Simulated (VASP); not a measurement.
# Au (P6_3/mmc) in VASP: single point with PBEsol

Aim: the single point of Au with PBEsol.

Program: VASP 6.6.1. These are calculated values, not measurements. Logs are shortened: lines on timing, memory, paths and dates and some standing lists are left out, and cuts for length are marked.

## (1) The cell of the first run

Symmetry: P6_3/mmc, No. 194, hexagonal system. The conventional cell has a = 2.866 Å, b = 2.866 Å, c = 4.788 Å, α = 90.00°, β = 90.00°, γ = 120.00°. Au (site symmetry -6m2) has 12 Au at 2.87 to 2.91 Å within 3.8 Å.

This isn't the form of Au at room conditions, which is fcc.

## (2) Single point, PBEsol

INCAR reads:

```
  PREC = Accurate
  ENCUT = 500
  EDIFF = 1E-6
  ISMEAR = 0
  SIGMA = 0.1
  LREAL = F
  LASPH = T
  NELM = 120
  ALGO = Normal
  ISIF = 2
  LWAVE = F
  LCHARG = F
  GGA = PS
  NBANDS = 18
  GGA_COMPAT = F
```

KPOINTS reads:

```
regular mesh
0
Gamma
  6 6 4
```

POSCAR reads:

```
Au
1.0
    2.8657291745      0.0000000000      0.0000000000
   -1.4328645873      2.4817942655      0.0000000000
    0.0000000000      0.0000000000      4.7884942029
Au
2
Direct
    0.3333333333      0.6666666667      0.2500000000
    0.6666666667      0.3333333333      0.7500000000
```

Potentials or basis: VASP PAW PBE potentials, release 64 (Au).

The run is started by

```bash
$ cat potpaw_PBE.64/Au/POTCAR > POTCAR
$ mpirun -np 1 vasp_std > vasp.out
```

OUTCAR:

```text
PREC = Accurate
   ENCUT = 500
   EDIFF = 1E-6
   ISMEAR = 0
   LREAL = F
   LASPH = T
   NELM = 120
   ISIF = 2
   GGA = PS

 ion  position               nearest neighbor table
   1  0.333  0.667  0.250-   2 2.91   2 2.91   2 2.91   2 2.91   2 2.91   2 2.91
   2  0.667  0.333  0.750-   1 2.91   1 2.91   1 2.91   1 2.91   1 2.91   1 2.91

  LATTYP: Found a hexagonal cell.
 ALAT       =     2.8657291745
 C/A-ratio  =     1.6709514093

  Lattice vectors:

 A1 = (   2.8657291745,   0.0000000000,   0.0000000000)
 A2 = (  -1.4328645873,   2.4817942655,   0.0000000000)
 A3 = (   0.0000000000,   0.0000000000,   4.7884942029)

Analysis of symmetry for initial positions (statically):
=====================================================================
 Subroutine PRICEL returns:
 Original cell was already a primitive cell.

 Routine SETGRP: Setting up the symmetry group for a
 hexagonal supercell.

 Subroutine GETGRP returns: Found 24 space group operations
 (whereof 12 operations were pure point group operations)
 out of a pool of 24 trial point group operations.

The static configuration has the point symmetry D_3d.
 The point group associated with its full space group is D_6h.

Analysis of symmetry for dynamics (positions and initial velocities):
=====================================================================
 Subroutine PRICEL returns:
 Original cell was already a primitive cell.

 Routine SETGRP: Setting up the symmetry group for a
 hexagonal supercell.

 Subroutine GETGRP returns: Found 24 space group operations
 (whereof 12 operations were pure point group operations)
 out of a pool of 24 trial point group operations.

The dynamic configuration has the point symmetry D_3d.
 The point group associated with its full space group is D_6h.

 Subroutine INISYM returns: Found 24 space group operations
 (whereof 12 operations are pure point group operations),
 and found     1 'primitive' translations

----------------------------------------------------------------------------------------

                                     Primitive cell

  volume of cell :      34.0565

  direct lattice vectors                    reciprocal lattice vectors
     2.865729175  0.000000000  0.000000000     0.348951328  0.201467143  0.000000000
    -1.432864587  2.481794266  0.000000000     0.000000000  0.402934286  0.000000000
     0.000000000  0.000000000  4.788494203     0.000000000  0.000000000  0.208833917

  length of vectors
     2.865729175  2.865729175  4.788494203     0.402934286  0.402934286  0.208833917

  position of ions in fractional coordinates (direct lattice)
     0.333333333  0.666666667  0.250000000
     0.666666667  0.333333333  0.750000000

  ion indices of the primitive-cell ions
   primitive index   ion index
                 1           1
                 2           2

----------------------------------------------------------------------------------------

 KPOINTS: regular mesh

Automatic generation of k-mesh.
 Grid dimensions read from file:
 generate k-points for:    6    6    4

 Generating k-lattice:

  Cartesian coordinates                     Fractional coordinates (reciprocal lattice)
     0.058158555  0.033577857  0.000000000     0.166666667  0.000000000  0.000000000
     0.000000000  0.067155714  0.000000000     0.000000000  0.166666667  0.000000000
     0.000000000  0.000000000  0.052208479     0.000000000  0.000000000  0.250000000

  Length of vectors
     0.067155714  0.067155714  0.052208479

  Shift w.r.t. Gamma in fractional coordinates (k-lattice)
     0.000000000  0.000000000  0.000000000

 Subroutine IBZKPT returns following result:
 ===========================================

 Found     21 irreducible k-points:

 Following reciprocal coordinates:
            Coordinates               Weight
  0.000000  0.000000  0.000000      1.000000
  0.166667  0.000000  0.000000      6.000000
  0.333333  0.000000  0.000000      6.000000
  0.500000  0.000000  0.000000      3.000000
  0.166667  0.166667  0.000000      6.000000
  0.333333  0.166667  0.000000     12.000000
[... 13 lines left out ...]
  0.333333  0.166667  0.500000     12.000000
  0.333333  0.333333  0.500000      2.000000
   k-points           NKPTS =     21   k-points in BZ     NKDIM =     21   number of bands    NBANDS=     18
   number of dos      NEDOS =    301   number of ions     NIONS =      2
   total plane-waves  NPLWV =  20736
   dimension x,y,z NGX =    24 NGY =   24 NGZ =   36
   dimension x,y,z NGXF=    48 NGYF=   48 NGZF=   72
   ions per type =               2
   NGX,Y,Z   is equivalent  to a cutoff of  13.92, 13.92, 12.50 a.u.
   NGXF,Y,Z  is equivalent  to a cutoff of  27.85, 27.85, 25.00 a.u.
 SYSTEM =  unknown system
   PREC   = accura    normal or accurate (medium, high low for compatibility)
   ISTART =      0    job   : 0-new  1-cont  2-samecut
   ICHARG =      2    charge: 1-file 2-atom 10-const
   ISPIN  =      1    spin polarized calculation?
   LNONCOLLINEAR =      F non collinear calculations
   LSORBIT =      F    spin-orbit coupling
   LASPH  =      T    aspherical Exc in radial PAW
   ENCUT  =  500.0 eV  36.75 Ry    6.06 a.u.   5.22  5.22  8.73*2*pi/ulx,y,z
   NELM   =    120;   NELMIN=  2; NELMDL= -5     # of ELM steps
   EDIFF  = 0.1E-05   stopping-criterion for ELM
   LREAL  =      F    real-space projection
   EDIFFG = 0.1E-04   stopping-criterion for IOM
   NSW    =      0    number of steps for IOM
   IBRION =     -1    ionic relax: 0-MD 1-quasi-New 2-CG
   NFREE  =      0    steps in history (QN), initial steepest desc. (CG)
   ISIF   =      2    stress and relaxation
   ISYM   =      2    0-nonsym 1-usesym 2-fastsym
   POTIM  = 0.5000    time-step for ionic-motion
   TEBEG  =    0.0;   TEEND  =   0.0 temperature during run
   PSTRESS=    0.0 pullay stress
   NELECT =      22.0000    total number of electrons
   NUPDOWN=      -1.0000    fix difference up-down
   EMIN   =  10.00;   EMAX   =-10.00  energy-range for DOS
   EFERMI =   0.00;   METHOD = LEGACY
   ISMEAR =     0;   SIGMA  =   0.10  broadening in eV -4-tet -1-fermi 0-gaus
   EFERMI_NEDOS =   21; number of points for ismear=-14 and -15
   IALGO  =     38    algorithm
   IMIX   =      4    mixing-type and parameters
     AMIX     =   0.40;   BMIX     =  1.00
     AMIX_MAG =   1.60;   BMIX_MAG =  1.00
  volume/ion in A,a.u.               =      17.03       114.91
  Fermi-wavevector in a.u.,A,eV,Ry     =   1.415193  2.674328 27.249368  2.002772
  Thomas-Fermi vector in A             =   2.536657
   LORBIT       =      0    0 simple, 1 ext, 2 COOP (PROOUT), +10 PAW based schemes
   GGA     = PS    functional components
   LHFCALC =     F    Hartree Fock is set to
   AEXX    =    0.0000 exact exchange contribution
   IVDW    =     0    specifies the selected vdW correction
   LEPSILON=     F    determine dielectric tensor
   LRPA    =     F    only Hartree local field effects (RPA)
 non-spin polarized calculation
 Gauss-broadening in eV      SIGMA  =   0.10
  energy-cutoff  :      500.00
  volume of cell :       34.06
 maximum number of plane-waves:       881
 NGX is ok and might be reduce to    24
   NGX = 11   NGY = 11   NGZ = 17

 number of electron      22.0000004 magnetization

 Free energy of the ion-electron system (eV)
  ---------------------------------------------------
  ext. energy  EPLUGINS =         0.00000000
  ---------------------------------------------------
  free energy    TOTEN  =        -7.74303369 eV

  energy without entropy =       -7.73394922  energy(sigma->0) =       -7.73849146

 E-fermi :   9.3183     XC(G=0): -12.8895

 val. band max:        9.2854414914   @ k =   0.3333   0.1667   0.2500
 cond. band min:       9.6250856484   @ k =   0.5000   0.0000   0.0000
 fundamental gap:      0.3396441571
 Fermi energy:         9.3183422904

 k-point     1 :       0.0000    0.0000    0.0000
  band No.  band energies     occupation
      1      -0.6393      2.00000
      2       1.8780      2.00000
      3       4.4471      2.00000
      4       4.7234      2.00000
      5       4.7234      2.00000
      6       5.0453      2.00000
[... 10 lines left out ...]
     17      27.6942      0.00000
     18      27.6942      0.00000

 k-point     2 :       0.1667    0.0000    0.0000
  band No.  band energies     occupation
      1       0.2034      2.00000
      2       2.5087      2.00000
      3       4.1581      2.00000
      4       4.7168      2.00000
      5       4.8603      2.00000
      6       5.1427      2.00000
[... 10 lines left out ...]
     17      25.9137      0.00000
     18      26.6281      0.00000

 k-point     3 :       0.3333    0.0000    0.0000
  band No.  band energies     occupation
      1       1.9303      2.00000
      2       2.7182      2.00000
      3       3.4442      2.00000
      4       4.5310      2.00000
      5       4.8410      2.00000
      6       4.9074      2.00000
[... 10 lines left out ...]
     17      23.0284      0.00000
     18      25.2963      0.00000

 k-point     4 :       0.5000    0.0000    0.0000
  band No.  band energies     occupation
      1       2.4117      2.00000
      2       2.4376      2.00000
      3       2.9350      2.00000
      4       4.6999      2.00000
      5       4.8955      2.00000
      6       5.1787      2.00000
[... 312 lines left out ...]
      4       3.8813      2.00000
      5       4.3264      2.00000
      6       4.3264      2.00000
[... 10 lines left out ...]
     17      22.6000      0.00000
     18      22.6000      0.00000

 k-point    20 :       0.3333    0.1667    0.5000
  band No.  band energies     occupation
      1       2.7589      2.00000
      2       2.7589      2.00000
      3       3.7330      2.00000
      4       3.7330      2.00000
      5       5.1109      2.00000
      6       5.1109      2.00000
[... 10 lines left out ...]
     17      23.2329      0.00000
     18      23.2329      0.00000

 k-point    21 :       0.3333    0.3333    0.5000
  band No.  band energies     occupation
      1       3.3034      2.00000
      2       3.3034      2.00000
      3       3.9484      2.00000
      4       3.9484      2.00000
      5       4.6680      2.00000
      6       4.6680      2.00000
[... 10 lines left out ...]
     17      25.2551      0.00000
     18      25.2551      0.00000

------------------------ aborting loop because EDIFF is reached ----------------------------------------

  FORCE on cell =-STRESS in cart. coord.  units (eV):
  Direction    XX          YY          ZZ          XY          YZ          ZX
  --------------------------------------------------------------------------------------
  -------------------------------------------------------------------------------------
  Total        0.4717967      0.4717967     -0.7444805     -0.0000000     -0.0000000      0.0000000
  in kB       22.1955316     22.1955316    -35.0238618     -0.0000000     -0.0000000      0.0000000
  external PRESSURE =       3.1224005 kB  Pullay stress =       0.0000000 kB

 VOLUME and BASIS-vectors are now :
 -----------------------------------------------------------------------------
  energy-cutoff  :      500.00
  volume of cell :       34.06
      direct lattice vectors                 reciprocal lattice vectors
     2.865729175  0.000000000  0.000000000     0.348951328  0.201467143  0.000000000
    -1.432864587  2.481794266  0.000000000     0.000000000  0.402934286  0.000000000
     0.000000000  0.000000000  4.788494203     0.000000000  0.000000000  0.208833917

 POSITION                                       TOTAL-FORCE (eV/Angst)
 -----------------------------------------------------------------------------------
     -0.00000      1.65453      1.19712        -0.000000      0.000000      0.000000
      1.43286      0.82726      3.59137         0.000000     -0.000000      0.000000
 -----------------------------------------------------------------------------------
    total drift:                               -0.000000      0.000000     -0.000000

  FREE ENERGIE OF THE ION-ELECTRON SYSTEM (eV)
  ---------------------------------------------------
  free  energy   TOTEN  =        -7.7430336939 eV

  energy  without entropy=       -7.7339492209  energy(sigma->0) =       -7.73849146
```

Run time: 20 s. Hardware: 1 thread of Intel Xeon 8259CL, shared host; peak memory 0.16 GiB.

Results:

```
Free energy            : -7.7430 eV
Pressure               : 0.3 GPa
Band gap on the k mesh : zero (bands 11 and 12 overlap by 6.92 eV)
```

Levels at points of the mesh, in eV from the Fermi level:
```csv
k point,band 7,band 8,band 9,band 10,band 11,band 12,band 13,band 14,band 15,band 16
"(0.00, 0.00, 0.00)",-4.27,-3.62,-3.62,-2.21,-2.21,-1.23,2.69,14.50,15.74,16.73
"(0.50, 0.00, 0.00)",-3.80,-1.96,-1.89,-1.70,0.31,1.52,5.72,7.24,7.33,10.21
"(0.00, 0.00, 0.50)",-4.64,-4.64,-2.68,-2.68,-2.68,-2.68,10.68,10.68,14.80,14.80
"(0.50, 0.00, 0.50)",-2.47,-2.47,-1.78,-1.78,0.37,0.37,3.92,3.92,13.23,13.23
```

Caveat: the k points lie up to 0.42 Å⁻¹ apart, too coarse for converged energies and pressures of a metal; the PAW data sets were made with another functional, which shifts forces and pressure a little; spin-orbit coupling is left out, which moves the levels of the heavy elements.
